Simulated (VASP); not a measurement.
# Al2O3 (P-6m2) in VASP: single point with LDA

Aim: the single point of Al2O3 with LDA.

All numbers are computed with VASP 6.6.1; they aren't measurements. Logs are shortened: lines on timing, memory, paths and dates and some standing lists are left out, and cuts for length are marked.

### Step 1. The cell of the first run

Symmetry: P-6m2, No. 187, hexagonal system. Conventional cell: a = 2.884 Å, b = 2.884 Å, c = 9.337 Å, α = 90.00°, β = 90.00°, γ = 120.00°. Within 2.4 Å of Al (site symmetry 3m) lie 6 O at 1.80 to 2.18 Å. O (site symmetry 3m) has 3 Al at 1.80 Å within 2.4 Å. O (site symmetry -6m2) has 6 Al at 2.18 Å and 12 O at 2.66 to 2.88 Å within 2.9 Å.

### Step 2. Single point, LDA

INCAR

```
PREC = Accurate ; ENCUT = 600
EDIFF = 1E-6 ; ISMEAR = -1
SIGMA = 0.02 ; LREAL = False
LASPH = True ; NELM = 120
ALGO = Normal ; ISIF = 2
LWAVE = False ; LCHARG = False
GGA = CA ; NBANDS = 64
GGA_COMPAT = False
```

KPOINTS

```
Automatic mesh
0
Gamma
  3 3 2
```

POSCAR

```
Al2O3
1.0
    5.7686464748      0.0000000000      0.0000000000
   -2.8843232374      4.9957943926      0.0000000000
    0.0000000000      0.0000000000      9.3367500000
Al O
8 12
Direct
    0.0000000000      0.0000000000      0.1499900000
    0.0000000000      0.0000000000      0.8500100000
    0.0000000000      0.5000000000      0.1499900000
    0.0000000000      0.5000000000      0.8500100000
    0.5000000000      0.0000000000      0.1499900000
    0.5000000000      0.0000000000      0.8500100000
    0.5000000000      0.5000000000      0.1499900000
    0.5000000000      0.5000000000      0.8500100000
    0.1666666667      0.3333333333      0.2223200000
    0.3333333333      0.1666666667      0.0000000000
    0.1666666667      0.3333333333      0.7776800000
    0.1666666667      0.8333333333      0.2223200000
    0.3333333333      0.6666666667      0.0000000000
    0.1666666667      0.8333333333      0.7776800000
    0.6666666667      0.3333333333      0.2223200000
    0.8333333333      0.1666666667      0.0000000000
    0.6666666667      0.3333333333      0.7776800000
    0.6666666667      0.8333333333      0.2223200000
    0.8333333333      0.6666666667      0.0000000000
    0.6666666667      0.8333333333      0.7776800000
```

Potentials or basis: VASP PAW LDA potentials, release 64 (Al, O).

On the command line:

```console
cat potpaw_LDA.64/Al/POTCAR potpaw_LDA.64/O/POTCAR > POTCAR
mpirun -np 1 vasp_std > vasp.out
```

OUTCAR:

```text
PREC = Accurate
   ENCUT = 600
   EDIFF = 1E-6
   ISMEAR = -1
   LREAL = False
   LASPH = True
   NELM = 120
   ISIF = 2
   GGA = CA

 ion  position               nearest neighbor table
   1  0.000  0.000  0.150-   9 1.80  18 1.80  12 1.80  19 2.18  10 2.18  16 2.18   2 2.80   3 2.88
                             7 2.88   3 2.88   7 2.88   5 2.88   5 2.88
   2  0.000  0.000  0.850-  11 1.80  20 1.80  14 1.80  19 2.18  10 2.18  16 2.18   1 2.80   4 2.88
                             8 2.88   4 2.88   8 2.88   6 2.88   6 2.88
   3  0.000  0.500  0.150-  12 1.80  15 1.80   9 1.80  16 2.18  13 2.18  19 2.18   4 2.80   1 2.88
                             5 2.88   1 2.88   5 2.88   7 2.88   7 2.88
   4  0.000  0.500  0.850-  14 1.80  17 1.80  11 1.80  16 2.18  13 2.18  19 2.18   3 2.80   2 2.88
                             6 2.88   2 2.88   6 2.88   8 2.88   8 2.88
   5  0.500  0.000  0.150-  15 1.80  12 1.80  18 1.80  13 2.18  16 2.18  10 2.18   6 2.80   3 2.88
                             7 2.88   7 2.88   3 2.88   1 2.88   1 2.88
   6  0.500  0.000  0.850-  17 1.80  14 1.80  20 1.80  13 2.18  16 2.18  10 2.18   5 2.80   4 2.88
                             8 2.88   8 2.88   4 2.88   2 2.88   2 2.88
   7  0.500  0.500  0.150-  18 1.80   9 1.80  15 1.80  10 2.18  19 2.18  13 2.18   8 2.80   5 2.88
                             1 2.88   5 2.88   1 2.88   3 2.88   3 2.88
   8  0.500  0.500  0.850-  20 1.80  11 1.80  17 1.80  10 2.18  19 2.18  13 2.18   7 2.80   6 2.88
                             2 2.88   6 2.88   2 2.88   4 2.88   4 2.88
   9  0.167  0.333  0.222-   1 1.80   7 1.80   3 1.80
  10  0.333  0.167  0.000-   7 2.18   8 2.18   1 2.18   2 2.18   5 2.18   6 2.18
  11  0.167  0.333  0.778-   2 1.80   8 1.80   4 1.80
  12  0.167  0.833  0.222-   3 1.80   5 1.80   1 1.80
  13  0.333  0.667  0.000-   5 2.18   6 2.18   3 2.18   4 2.18   7 2.18   8 2.18
  14  0.167  0.833  0.778-   4 1.80   6 1.80   2 1.80
  15  0.667  0.333  0.222-   5 1.80   3 1.80   7 1.80
  16  0.833  0.167  0.000-   3 2.18   4 2.18   5 2.18   6 2.18   1 2.18   2 2.18
  17  0.667  0.333  0.778-   6 1.80   4 1.80   8 1.80
  18  0.667  0.833  0.222-   7 1.80   1 1.80   5 1.80
  19  0.833  0.667  0.000-   1 2.18   2 2.18   7 2.18   8 2.18   3 2.18   4 2.18
  20  0.667  0.833  0.778-   8 1.80   2 1.80   6 1.80

  LATTYP: Found a hexagonal cell.
 ALAT       =     5.7686464748
 C/A-ratio  =     1.6185339214

  Lattice vectors:

 A1 = (   5.7686464748,   0.0000000000,   0.0000000000)
 A2 = (  -2.8843232374,   4.9957943926,   0.0000000000)
 A3 = (   0.0000000000,   0.0000000000,   9.3367500000)

Analysis of symmetry for initial positions (statically):
=====================================================================
 Subroutine PRICEL returns following result:

  LATTYP: Found a hexagonal cell.
 ALAT       =     2.8843232374
 C/A-ratio  =     3.2370678428

  Lattice vectors:

 A1 = (   2.8843232374,   0.0000000000,   0.0000000000)
 A2 = (  -1.4421616187,   2.4978971963,   0.0000000000)
 A3 = (   0.0000000000,   0.0000000000,   9.3367500000)

   4 primitive cells build up your supercell.

 Routine SETGRP: Setting up the symmetry group for a
 hexagonal supercell.

 Subroutine GETGRP returns: Found 12 space group operations
 (whereof 12 operations were pure point group operations)
 out of a pool of 24 trial point group operations.

The static configuration has the point symmetry D_3h.

Analysis of symmetry for dynamics (positions and initial velocities):
=====================================================================
 Subroutine PRICEL returns following result:

  LATTYP: Found a hexagonal cell.
 ALAT       =     2.8843232374
 C/A-ratio  =     3.2370678428

  Lattice vectors:

 A1 = (   2.8843232374,   0.0000000000,   0.0000000000)
 A2 = (  -1.4421616187,   2.4978971963,   0.0000000000)
 A3 = (   0.0000000000,   0.0000000000,   9.3367500000)

   4 primitive cells build up your supercell.

 Routine SETGRP: Setting up the symmetry group for a
 hexagonal supercell.

 Subroutine GETGRP returns: Found 12 space group operations
 (whereof 12 operations were pure point group operations)
 out of a pool of 24 trial point group operations.

The dynamic configuration has the point symmetry D_3h.

 Subroutine INISYM returns: Found 12 space group operations
 (whereof 12 operations are pure point group operations),
 and found     4 'primitive' translations

----------------------------------------------------------------------------------------

                                     Primitive cell

  volume of cell :      67.2689

  direct lattice vectors                    reciprocal lattice vectors
     2.884323237  0.000000000  0.000000000     0.346701780  0.200168366  0.000000000
    -1.442161619  2.497897196  0.000000000     0.000000000  0.400336732  0.000000000
     0.000000000  0.000000000  9.336750000     0.000000000  0.000000000  0.107103650

  length of vectors
     2.884323237  2.884323237  9.336750000     0.400336732  0.400336732  0.107103650

  position of ions in fractional coordinates (direct lattice)
     0.000000000  0.000000000  0.149990000
     0.000000000  0.000000000  0.850010000
     0.333333333  0.666666667  0.222320000
     0.666666667  0.333333333  0.000000000
     0.333333333  0.666666667  0.777680000

  ion indices of the primitive-cell ions
   primitive index   ion index
                 1           1
                 2           2
                 3          12
                 4          16
                 5          14

----------------------------------------------------------------------------------------

 KPOINTS: Automatic mesh

Automatic generation of k-mesh.
 Grid dimensions read from file:
 generate k-points for:    3    3    2

 Generating k-lattice:

  Cartesian coordinates                     Fractional coordinates (reciprocal lattice)
     0.057783630  0.033361394  0.000000000     0.333333333  0.000000000  0.000000000
     0.000000000  0.066722789  0.000000000     0.000000000  0.333333333  0.000000000
     0.000000000  0.000000000  0.053551825     0.000000000  0.000000000  0.500000000

  Length of vectors
     0.066722789  0.066722789  0.053551825

  Shift w.r.t. Gamma in fractional coordinates (k-lattice)
     0.000000000  0.000000000  0.000000000

 Subroutine IBZKPT returns following result:
 ===========================================

 Found      6 irreducible k-points:

 Following reciprocal coordinates:
            Coordinates               Weight
  0.000000  0.000000  0.000000      1.000000
  0.333333  0.000000  0.000000      6.000000
  0.333333  0.333333  0.000000      2.000000
  0.000000  0.000000  0.500000      1.000000
  0.333333  0.000000  0.500000      6.000000
  0.333333  0.333333  0.500000      2.000000
   k-points           NKPTS =      6   k-points in BZ     NKDIM =      6   number of bands    NBANDS=     64
   number of dos      NEDOS =    301   number of ions     NIONS =     20
   total plane-waves  NPLWV = 184320
   dimension x,y,z NGX =    48 NGY =   48 NGZ =   80
   dimension x,y,z NGXF=    96 NGYF=   96 NGZF=  160
   ions per type =               8  12
   NGX,Y,Z   is equivalent  to a cutoff of  13.83, 13.83, 14.24 a.u.
   NGXF,Y,Z  is equivalent  to a cutoff of  27.67, 27.67, 28.49 a.u.
 SYSTEM =  unknown system
   PREC   = accura    normal or accurate (medium, high low for compatibility)
   ISTART =      0    job   : 0-new  1-cont  2-samecut
   ICHARG =      2    charge: 1-file 2-atom 10-const
   ISPIN  =      1    spin polarized calculation?
   LNONCOLLINEAR =      F non collinear calculations
   LSORBIT =      F    spin-orbit coupling
   LASPH  =      T    aspherical Exc in radial PAW
   ENCUT  =  600.0 eV  44.10 Ry    6.64 a.u.  11.52 11.52 18.65*2*pi/ulx,y,z
   NELM   =    120;   NELMIN=  2; NELMDL= -5     # of ELM steps
   EDIFF  = 0.1E-05   stopping-criterion for ELM
   LREAL  =      F    real-space projection
[... 7 lines left out ...]
   TEBEG  =    0.0;   TEEND  =   0.0 temperature during run
   PSTRESS=    0.0 pullay stress
   NELECT =      96.0000    total number of electrons
   NUPDOWN=      -1.0000    fix difference up-down
   EMIN   =  10.00;   EMAX   =-10.00  energy-range for DOS
   EFERMI =   0.00;   METHOD = LEGACY
   ISMEAR =    -1;   SIGMA  =   0.02  broadening in eV -4-tet -1-fermi 0-gaus
   EFERMI_NEDOS =   21; number of points for ismear=-14 and -15
   IALGO  =     38    algorithm
   IMIX   =      4    mixing-type and parameters
     AMIX     =   0.40;   BMIX     =  1.00
     AMIX_MAG =   1.60;   BMIX_MAG =  1.00
  volume/ion in A,a.u.               =      13.45        90.79
  Fermi-wavevector in a.u.,A,eV,Ry     =   1.161111  2.194182 18.343094  1.348179
  Thomas-Fermi vector in A             =   2.297687
   LORBIT       =      0    0 simple, 1 ext, 2 COOP (PROOUT), +10 PAW based schemes
   GGA     = CA    functional components
   LHFCALC =     F    Hartree Fock is set to
   AEXX    =    0.0000 exact exchange contribution
   IVDW    =     0    specifies the selected vdW correction
   LEPSILON=     F    determine dielectric tensor
   LRPA    =     F    only Hartree local field effects (RPA)
 non-spin polarized calculation
  energy-cutoff  :      600.00
  volume of cell :      269.08
 maximum number of plane-waves:      9004
 NGX is ok and might be reduce to    48
   NGX = 23   NGY = 23   NGZ = 37

 number of electron      95.9999970 magnetization

 Free energy of the ion-electron system (eV)
  ---------------------------------------------------
  ext. energy  EPLUGINS =         0.00000000
  ---------------------------------------------------
  free energy    TOTEN  =      -160.40884712 eV

  energy without entropy =     -160.40884712  energy(sigma->0) =     -160.40884712

 E-fermi :   1.0969     XC(G=0):  -8.8989

 val. band max:        0.5580070001   @ k =   0.3333   0.0000   0.0000
 cond. band min:       5.3030698615   @ k =   0.0000   0.0000   0.0000
 fundamental gap:      4.7450628614
 Fermi energy:         1.0968686968

 k-point     1 :       0.0000    0.0000    0.0000
  band No.  band energies     occupation
      1     -17.9027      2.00000
      2     -16.8474      2.00000
      3     -16.0484      2.00000
      4     -16.0484      2.00000
      5     -16.0484      2.00000
      6     -15.7112      2.00000
[... 367 lines left out ...]
     59      10.5358      0.00000
     60      10.9609      0.00000
 [bands above 60 left out]

------------------------ aborting loop because EDIFF is reached ----------------------------------------

  FORCE on cell =-STRESS in cart. coord.  units (eV):
  Direction    XX          YY          ZZ          XY          YZ          ZX
  --------------------------------------------------------------------------------------
  -------------------------------------------------------------------------------------
  Total      -12.2843904    -12.2843904     -8.7415484      0.0000000      0.0000000      0.0000000
  in kB      -73.1458991    -73.1458991    -52.0504796      0.0000000      0.0000000      0.0000000
  external PRESSURE =     -66.1140926 kB  Pullay stress =       0.0000000 kB

 VOLUME and BASIS-vectors are now :
 -----------------------------------------------------------------------------
  energy-cutoff  :      600.00
  volume of cell :      269.08
      direct lattice vectors                 reciprocal lattice vectors
     5.768646475  0.000000000  0.000000000     0.173350890  0.100084183  0.000000000
    -2.884323237  4.995794393  0.000000000     0.000000000  0.200168366  0.000000000
     0.000000000  0.000000000  9.336750000     0.000000000  0.000000000  0.107103650

 POSITION                                       TOTAL-FORCE (eV/Angst)
 -----------------------------------------------------------------------------------
      0.00000      0.00000      1.40042        -0.000000      0.000000      0.020166
      0.00000      0.00000      7.93633        -0.000000      0.000000     -0.020166
     -1.44216      2.49790      1.40042        -0.000000      0.000000      0.020166
     -1.44216      2.49790      7.93633        -0.000000      0.000000     -0.020166
      2.88432      0.00000      1.40042        -0.000000      0.000000      0.020166
      2.88432      0.00000      7.93633        -0.000000      0.000000     -0.020166
[... 12 lines left out ...]
      2.88432      3.33053      0.00000        -0.000000     -0.000000      0.000000
      1.44216      4.16316      7.26100         0.000000     -0.000000      0.502439
 -----------------------------------------------------------------------------------
    total drift:                               -0.000001      0.000000     -0.000000

  FREE ENERGIE OF THE ION-ELECTRON SYSTEM (eV)
  ---------------------------------------------------
  free  energy   TOTEN  =      -160.4088471177 eV

  energy  without entropy=     -160.4088471177  energy(sigma->0) =     -160.40884712
```

Wall time 1.7 min (1 thread of Intel Xeon 6975P-C (Granite Rapids), shared host); peak memory 0.36 GiB.

Results:

```
Free energy            : -160.4088 eV
Pressure               : -6.6 GPa
Largest force          : 0.502 eV/Å
Band gap on the k mesh : 4.75 eV
```

Forces on the atoms (eV/Å):
```
Al   0.000  0.000  0.020
Al   0.000  0.000 -0.020
Al   0.000  0.000  0.020
Al   0.000  0.000 -0.020
Al   0.000  0.000  0.020
Al   0.000  0.000 -0.020
Al   0.000  0.000  0.020
Al   0.000  0.000 -0.020
O    0.000  0.000 -0.502
O    0.000  0.000  0.000
O    0.000  0.000  0.502
O    0.000  0.000 -0.502
O    0.000  0.000  0.000
O    0.000  0.000  0.502
O    0.000  0.000 -0.502
O    0.000  0.000  0.000
O    0.000  0.000  0.502
O    0.000  0.000 -0.502
O    0.000  0.000  0.000
O    0.000  0.000  0.502
```

Caveat: the cell stands under tension; an odd mesh through Γ misses points on the zone boundary, where band edges can lie.
